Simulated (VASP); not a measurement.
# HfB (I4mm) in VASP: a series of runs

The runs below take HfB through single point, with PBEsol.

All numbers are computed with VASP 6.6.1; they aren't measurements. Logs are shortened: lines on timing, memory, paths and dates and some standing lists are left out, and cuts for length are marked.

## Step 1: The cell of the first run

Symmetry: I4mm, No. 107, tetragonal system. Conventional cell: a = 3.385 Å, b = 3.385 Å, c = 5.011 Å, α = 90.00°, β = 90.00°, γ = 90.00°. Hf (site symmetry 4mm) has 6 B at 2.38 to 2.63 Å within 3.1 Å. Within 3.1 Å of B (site symmetry 4mm) lie 6 Hf at 2.38 to 2.63 Å.

## Step 2: Single point, PBEsol (atoms displaced along a vibrational mode, the cell strained)

INCAR reads:

```
SYSTEM = HfB
  PREC = Accurate
  ENCUT = 520
  EDIFF = 1E-6
  ISMEAR = 0
  SIGMA = 0.15
  LREAL = .FALSE.
  LASPH = .TRUE.
  NELM = 60
  ALGO = Normal
  ISIF = 2
  LWAVE = .FALSE.
  LCHARG = .FALSE.
  GGA = PS
  NBANDS = 14
```

KPOINTS reads:

```
Automatic mesh
0
G
  16 16 16
  0 0 0
```

POSCAR reads:

```
HfB
1.0
    0.0000000000      2.3936993068      2.3936993068
    2.5054850644      0.0000000000      2.3936993068
    2.5054850644      2.3936993068      0.0000000000
Hf B
1 1
Direct
    0.4985704626      0.5014295374      0.5014295374
    0.0236036330     -0.0236036330     -0.0236036330
```

Potentials or basis: VASP PAW PBE potentials, release 64 (Hf_pv, B).

Started as:

```sh
$ cat potpaw_PBE.64/Hf_pv/POTCAR potpaw_PBE.64/B/POTCAR > POTCAR
$ mpirun -np 1 vasp_std > vasp.out
```

OUTCAR:

```text
SYSTEM = HfB
   PREC = Accurate
   ENCUT = 520
   EDIFF = 1E-6
   ISMEAR = 0
   LREAL = .FALSE.
   LASPH = .TRUE.
   NELM = 60
   ISIF = 2
   GGA = PS

 ion  position               nearest neighbor table
   1  0.499  0.501  0.501-   2 2.38   2 2.40   2 2.40   2 2.40   2 2.40   2 2.63
   2  0.024  0.976  0.976-   1 2.38   1 2.40   1 2.40   1 2.40   1 2.40   1 2.63

  LATTYP: Found a body centered tetragonal cell.
 ALAT       =     3.3852020239
 C/A-ratio  =     1.4802573357

  Lattice vectors:

 A1 = (   2.5054850644,   0.0000000000,   2.3936993068)
 A2 = (   2.5054850644,   0.0000000000,  -2.3936993068)
 A3 = (  -2.5054850644,   2.3936993068,   0.0000000000)

Analysis of symmetry for initial positions (statically):
=====================================================================
 Subroutine PRICEL returns:
 Original cell was already a primitive cell.

 Routine SETGRP: Setting up the symmetry group for a
 body centered tetragonal supercell.

 Subroutine GETGRP returns: Found  8 space group operations
 (whereof  8 operations were pure point group operations)
 out of a pool of 16 trial point group operations.

The static configuration has the point symmetry C_4v.

Analysis of symmetry for dynamics (positions and initial velocities):
=====================================================================
 Subroutine PRICEL returns:
 Original cell was already a primitive cell.

 Routine SETGRP: Setting up the symmetry group for a
 body centered tetragonal supercell.

 Subroutine GETGRP returns: Found  8 space group operations
 (whereof  8 operations were pure point group operations)
 out of a pool of 16 trial point group operations.

The dynamic configuration has the point symmetry C_4v.

 Subroutine INISYM returns: Found  8 space group operations
 (whereof  8 operations are pure point group operations),
 and found     1 'primitive' translations

----------------------------------------------------------------------------------------

                                     Primitive cell

  volume of cell :      28.7118

  direct lattice vectors                    reciprocal lattice vectors
     0.000000000  2.393699307  2.393699307    -0.199562155  0.208881708  0.208881708
     2.505485064  0.000000000  2.393699307     0.199562155 -0.208881708  0.208881708
     2.505485064  2.393699307  0.000000000     0.199562155  0.208881708 -0.208881708

  length of vectors
     3.385202024  3.465148161  3.465148161     0.356494306  0.356494306  0.356494306

  position of ions in fractional coordinates (direct lattice)
     0.498570463  0.501429537  0.501429537
     0.023603633  0.976396367  0.976396367

  ion indices of the primitive-cell ions
   primitive index   ion index
                 1           1
                 2           2

----------------------------------------------------------------------------------------

 KPOINTS: Automatic mesh

Automatic generation of k-mesh.
 Grid dimensions read from file:
 generate k-points for:   16   16   16

 Generating k-lattice:

  Cartesian coordinates                     Fractional coordinates (reciprocal lattice)
    -0.012472635  0.013055107  0.013055107     0.062500000  0.000000000  0.000000000
     0.012472635 -0.013055107  0.013055107     0.000000000  0.062500000  0.000000000
     0.012472635  0.013055107 -0.013055107     0.000000000  0.000000000  0.062500000

  Length of vectors
     0.022280894  0.022280894  0.022280894

  Shift w.r.t. Gamma in fractional coordinates (k-lattice)
     0.000000000  0.000000000  0.000000000

 Subroutine IBZKPT returns following result:
 ===========================================

 Found    349 irreducible k-points:

 Following reciprocal coordinates:
            Coordinates               Weight
  0.000000  0.000000  0.000000      1.000000
  0.062500  0.000000  0.000000      8.000000
  0.125000  0.000000  0.000000      8.000000
  0.187500  0.000000  0.000000      8.000000
  0.250000  0.000000  0.000000      8.000000
  0.312500  0.000000  0.000000      8.000000
[... 16 lines left out ...]
 -0.125000  0.062500 -0.000000     16.000000
 -0.062500  0.062500 -0.000000      8.000000
 [... further k-points ...]
   k-points           NKPTS =    349   k-points in BZ     NKDIM =    349   number of bands    NBANDS=     14
   number of dos      NEDOS =    301   number of ions     NIONS =      2
   total plane-waves  NPLWV =  21952
   dimension x,y,z NGX =    28 NGY =   28 NGZ =   28
   dimension x,y,z NGXF=    56 NGYF=   56 NGZF=   56
   ions per type =               1   1
   NGX,Y,Z   is equivalent  to a cutoff of  13.75, 13.43, 13.43 a.u.
   NGXF,Y,Z  is equivalent  to a cutoff of  27.50, 26.87, 26.87 a.u.
 SYSTEM =  HfB
   PREC   = accura    normal or accurate (medium, high low for compatibility)
   ISTART =      0    job   : 0-new  1-cont  2-samecut
   ICHARG =      2    charge: 1-file 2-atom 10-const
   ISPIN  =      1    spin polarized calculation?
   LNONCOLLINEAR =      F non collinear calculations
   LSORBIT =      F    spin-orbit coupling
   LASPH  =      T    aspherical Exc in radial PAW
   ENCUT  =  520.0 eV  38.22 Ry    6.18 a.u.   6.29  6.44  6.44*2*pi/ulx,y,z
   NELM   =     60;   NELMIN=  2; NELMDL= -5     # of ELM steps
   EDIFF  = 0.1E-05   stopping-criterion for ELM
   LREAL  =      F    real-space projection
   EDIFFG = 0.1E-04   stopping-criterion for IOM
   NSW    =      0    number of steps for IOM
   IBRION =     -1    ionic relax: 0-MD 1-quasi-New 2-CG
   NFREE  =      0    steps in history (QN), initial steepest desc. (CG)
   ISIF   =      2    stress and relaxation
   ISYM   =      2    0-nonsym 1-usesym 2-fastsym
   POTIM  = 0.5000    time-step for ionic-motion
   TEBEG  =    0.0;   TEEND  =   0.0 temperature during run
   PSTRESS=    0.0 pullay stress
   NELECT =      13.0000    total number of electrons
   NUPDOWN=      -1.0000    fix difference up-down
   EMIN   =  10.00;   EMAX   =-10.00  energy-range for DOS
   EFERMI =   0.00;   METHOD = LEGACY
   ISMEAR =     0;   SIGMA  =   0.15  broadening in eV -4-tet -1-fermi 0-gaus
   EFERMI_NEDOS =   21; number of points for ismear=-14 and -15
   IALGO  =     38    algorithm
   IMIX   =      4    mixing-type and parameters
     AMIX     =   0.40;   BMIX     =  1.00
     AMIX_MAG =   1.60;   BMIX_MAG =  1.00
  volume/ion in A,a.u.               =      14.36        96.88
  Fermi-wavevector in a.u.,A,eV,Ry     =   1.257097  2.375570 21.501205  1.580294
  Thomas-Fermi vector in A             =   2.390773
   LORBIT       =      0    0 simple, 1 ext, 2 COOP (PROOUT), +10 PAW based schemes
   GGA     = PS    functional components
   LHFCALC =     F    Hartree Fock is set to
   AEXX    =    0.0000 exact exchange contribution
   IVDW    =     0    specifies the selected vdW correction
   LEPSILON=     F    determine dielectric tensor
   LRPA    =     F    only Hartree local field effects (RPA)
 non-spin polarized calculation
 Gauss-broadening in eV      SIGMA  =   0.15
  energy-cutoff  :      520.00
  volume of cell :       28.71
 maximum number of plane-waves:       792
 NGX is ok and might be reduce to    28
   NGX = 13   NGY = 13   NGZ = 13

 number of electron      13.0000001 magnetization

 Free energy of the ion-electron system (eV)
  ---------------------------------------------------
  ext. energy  EPLUGINS =         0.00000000
  ---------------------------------------------------
  free energy    TOTEN  =       -18.30839263 eV

  energy without entropy =      -18.29673452  energy(sigma->0) =      -18.30256357

 E-fermi :   4.0759     XC(G=0): -11.6883

 val. band max:        4.0732273213   @ k =  -0.1875   0.0625   0.0625
 cond. band min:       4.0823595765   @ k =   0.2500   0.3750   0.1250
 fundamental gap:      0.0091322551
 Fermi energy:         4.0758554782

 k-point     1 :       0.0000    0.0000    0.0000
  band No.  band energies     occupation
      1     -25.0111      2.00000
      2     -24.9697      2.00000
      3     -24.9697      2.00000
      4      -4.9851      2.00000
      5       5.7548      0.00000
      6       5.9848      0.00000
      7       5.9848      0.00000
      8       6.5642      0.00000
      9       7.9453      0.00000
     10       7.9729      0.00000
     11       7.9729      0.00000
     12       8.4073      0.00000
     13      14.9176      0.00000
     14      15.1192      0.00000

 k-point     2 :       0.0625    0.0000    0.0000
  band No.  band energies     occupation
      1     -25.0186      2.00000
      2     -24.9813      2.00000
      3     -24.9709      2.00000
      4      -4.8906      2.00000
      5       5.4495      0.00000
      6       5.8183      0.00000
      7       5.9153      0.00000
      8       6.5057      0.00000
      9       7.1142      0.00000
     10       7.8903      0.00000
     11       9.0224      0.00000
     12       9.0612      0.00000
     13      15.0648      0.00000
     14      15.3609      0.00000

 k-point     3 :       0.1250    0.0000    0.0000
  band No.  band energies     occupation
      1     -25.0527      2.00000
      2     -25.0010      2.00000
      3     -24.9744      2.00000
      4      -4.6130      2.00000
      5       4.7083      0.00000
      6       5.3504      0.00000
      7       5.4828      0.00000
      8       6.5707      0.00000
      9       6.8735      0.00000
     10       8.0721      0.00000
     11      10.0420      0.00000
     12      10.2890      0.00000
     13      15.4446      0.00000
     14      16.0284      0.00000
[... 324 lines left out ...]
 k-point    23 :      -0.1250    0.0625   -0.0000
  band No.  band energies     occupation
      1     -25.0799      2.00000
      2     -25.0015      2.00000
      3     -24.9868      2.00000
      4      -4.4142      2.00000
      5       4.4179      0.00126
      6       4.8769      0.00000
      7       5.1365      0.00000
      8       6.3738      0.00000
      9       7.3631      0.00000
     10       8.5233      0.00000
     11      10.0518      0.00000
     12      11.1481      0.00000
     13      15.6583      0.00000
     14      16.4731      0.00000

 k-point    24 :      -0.0625    0.0625   -0.0000
  band No.  band energies     occupation
      1     -25.0369      2.00000
      2     -24.9835      2.00000
      3     -24.9819      2.00000
      4      -4.7411      2.00000
      5       5.2241      0.00000
      6       5.2614      0.00000
      7       5.8907      0.00000
      8       6.0946      0.00000
      9       7.1627      0.00000
     10       8.3728      0.00000
     11       9.1043      0.00000
     12      10.0077      0.00000
     13      15.2672      0.00000
     14      15.7305      0.00000

 [... further k-points ...]

------------------------ aborting loop because EDIFF is reached ----------------------------------------

  FORCE on cell =-STRESS in cart. coord.  units (eV):
  Direction    XX          YY          ZZ          XY          YZ          ZX
  --------------------------------------------------------------------------------------
  -------------------------------------------------------------------------------------
  Total       -2.3897659     -0.4549936     -0.4549936      0.0000000      0.0000000     -0.0000000
  in kB     -133.3536600    -25.3895395    -25.3895395      0.0000000      0.0000000     -0.0000000
  external PRESSURE =     -61.3775797 kB  Pullay stress =       0.0000000 kB

 VOLUME and BASIS-vectors are now :
 -----------------------------------------------------------------------------
  energy-cutoff  :      520.00
  volume of cell :       28.71
      direct lattice vectors                 reciprocal lattice vectors
     0.000000000  2.393699307  2.393699307    -0.199562155  0.208881708  0.208881708
     2.505485064  0.000000000  2.393699307     0.199562155 -0.208881708  0.208881708
     2.505485064  2.393699307  0.000000000     0.199562155  0.208881708 -0.208881708

 POSITION                                       TOTAL-FORCE (eV/Angst)
 -----------------------------------------------------------------------------------
      2.51265      2.39370      2.39370        -0.672424      0.000000      0.000000
      4.89269      2.39370      2.39370         0.672424      0.000000      0.000000
 -----------------------------------------------------------------------------------
    total drift:                               -0.000248      0.000000      0.000000

  FREE ENERGIE OF THE ION-ELECTRON SYSTEM (eV)
  ---------------------------------------------------
  free  energy   TOTEN  =       -18.3083926289 eV

  energy  without entropy=      -18.2967345187  energy(sigma->0) =      -18.30256357
```

Run time: 51 s. Hardware: 1 thread of Intel Xeon 6975P-C (Granite Rapids), shared host; peak memory 0.27 GiB.

Results:

```
Free energy            : -18.3084 eV
Pressure               : -6.1 GPa
Largest force          : 0.672 eV/Å
Band gap on the k mesh : zero (an odd number of electrons rules out a gap without spin polarisation)
```

Forces in eV/Å, atoms in the order of the input:
```
Hf  -0.672  0.000  0.000
B    0.672  0.000  0.000
```

Levels at points of the mesh, in eV from the Fermi level:
```tsv
k point	band 5	band 6	band 7	band 8	band 9	band 10
(0.00, 0.00, 0.00)	1.68	1.91	1.91	2.49	3.87	3.90
(0.50, 0.00, 0.00)	-4.35	-1.19	-1.06	5.37	5.61	6.33
(0.50, 0.50, 0.00)	-1.12	-0.95	1.72	2.03	5.28	6.32
(0.00, 0.50, 0.50)	-1.55	-0.76	2.13	2.13	5.26	6.57
```

Caveat: the cell differs from its parent crystal (atoms displaced along a vibrational mode, the cell strained); the cell stands under tension; the PAW data sets were made with another functional, which shifts forces and pressure a little; spin-orbit coupling is left out, which moves the levels of the heavy elements.

## Step 3: Single point, PBEsol (atoms displaced along a vibrational mode, the cell strained)

INCAR reads:

```
PREC = Accurate ; ENCUT = 520
EDIFF = 1E-7 ; ISMEAR = 0
SIGMA = 0.15 ; LREAL = F
LASPH = T ; NELM = 80
ALGO = Normal ; ISIF = 2
LWAVE = F ; LCHARG = F
GGA = PS ; NBANDS = 14
```

KPOINTS reads:

```
Automatic mesh
0
Gamma
  16 16 16
```

POSCAR reads:

```
HfB
1.0
    0.0000000000      2.3936993068      2.3936993068
    2.5612582583      0.0000000000      2.3936993068
    2.5612582583      2.3936993068      0.0000000000
Hf B
1 1
Direct
    0.4985704626      0.5014295374      0.5014295374
    0.0236036330     -0.0236036330     -0.0236036330
```

Potentials or basis: VASP PAW PBE potentials, release 64 (Hf_pv, B).

Started as:

```sh
$ cat potpaw_PBE.64/Hf_pv/POTCAR potpaw_PBE.64/B/POTCAR > POTCAR
$ mpirun -np 1 vasp_std > vasp.out
```

Run time: 63 s. Hardware: 1 thread of Intel Xeon 6975P-C (Granite Rapids), shared host; peak memory 0.28 GiB.

Results (log left out):

```yaml
Free_energy: -18.2435 eV
Pressure: -8.7 GPa
Largest_force: 0.510 eV/Å
Band_gap_on_the_k_mesh: zero (an odd number of electrons rules out a gap without spin polarisation)
```

Forces on the atoms (eV/Å):
```
Hf  -0.510  0.000  0.000
B    0.510  0.000  0.000
```

Stress tensor (GPa, compression positive):
```
-19.10   0.00   0.00
  0.00  -3.56   0.00
  0.00   0.00  -3.56
```

Levels at points of the mesh, in eV from the Fermi level:
```
           k point  band 3  band 4  band 5  band 6  band 7  band 8  band 9  band 10  band 11  band 12
(0.00, 0.00, 0.00)  -29.15   -8.98    1.52    1.96    1.96    2.31    3.87     3.87     3.90     4.16
(0.50, 0.00, 0.00)  -29.17   -4.68   -4.35   -1.20   -1.02    5.19    5.52     6.21     7.31    11.13
(0.50, 0.50, 0.00)  -29.33   -6.18   -1.08   -0.91    1.62    1.94    5.08     6.02     6.78     7.38
(0.00, 0.50, 0.50)  -29.26   -6.40   -1.70   -0.70    2.17    2.17    5.12     6.38     6.38     6.89
```

Caveat: the cell differs from its parent crystal (atoms displaced along a vibrational mode, the cell strained); the cell stands under tension; the PAW data sets were made with another functional, which shifts forces and pressure a little; spin-orbit coupling is left out, which moves the levels of the heavy elements.

(Part 1 of 2 ends here.)
